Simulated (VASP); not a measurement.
Write the native input for VASP 6.6.1 that does the following.

| Property | Result |
| --- | --- |
| Task | single point |
| Functional | LDA |
| Potentials or basis | VASP PAW LDA potentials, release 64 (Os) |
| Cutoff | 520 eV |
| k mesh | 17 × 17 × 1 |
| Occupations | fermi-dirac, width 0.08 eV |
| Spin | no spin polarisation |
| Dipole correction | yes |
| Further INCAR settings | ALGO = Normal; EDIFF = 1e-06; NBANDS = 19 |

The structure of Os lies in POSCAR:

```
Os
1.0
    2.6891484158      0.0000000000      0.0000000000
   -1.3445742079      2.3288708427      0.0000000000
    0.0000000000      0.0000000000     20.3914000000
Os
3
Direct
    0.1666666665      0.3333333335      0.3923232105
    0.5000000005      0.9999999995      0.4999999997
    0.8333333335      0.6666666665      0.6076767895
```

One way to write it, as run:

INCAR

```
SYSTEM = Os
ALGO     = Normal         ! electronic algorithm
DIPOL    = 0.5 0.5 0.500
EDIFF    = 1E-6           ! SCF threshold, eV
ENCUT    = 520            ! plane-wave cutoff, eV
IDIPOL   = 3            
ISIF     = 2              ! what is computed and relaxed
ISMEAR   = -1             ! smearing method
LASPH    = .TRUE.         ! aspherical terms in the spheres
LCHARG   = .TRUE.         ! write CHGCAR
LDIPOL   = .TRUE.       
LELF     = .TRUE.         ! ELF
LREAL    = .FALSE.        ! projectors in reciprocal space
LVACPOTAV= .TRUE.       
LVHAR    = .TRUE.       
LWAVE    = .FALSE.        ! write WAVECAR
NBANDS   = 19             ! bands
NELM     = 80             ! most SCF steps
PREC     = Accurate       ! precision mode
SIGMA    = 0.08           ! smearing width, eV
```

KPOINTS

```
k-points
0
G
  17 17 1
  0 0 0
```

Potentials or basis: VASP PAW LDA potentials, release 64 (Os).

The run is started by

```bash
$ cat potpaw_LDA.64/Os/POTCAR > POTCAR
$ mpirun -np 1 vasp_std > vasp.out
```

Results of the run:

```json
{"Largest force": "1.148 eV/Å", "Band gap on the k mesh": "zero (bands 12 and 13 overlap by 2.54 eV)"}
```

Caveat: spin-orbit coupling is left out, which moves the levels of the heavy elements.

It took 2.9 min on 1 thread of Intel Xeon 8259CL, on a shared host, peak memory 0.23 GiB.
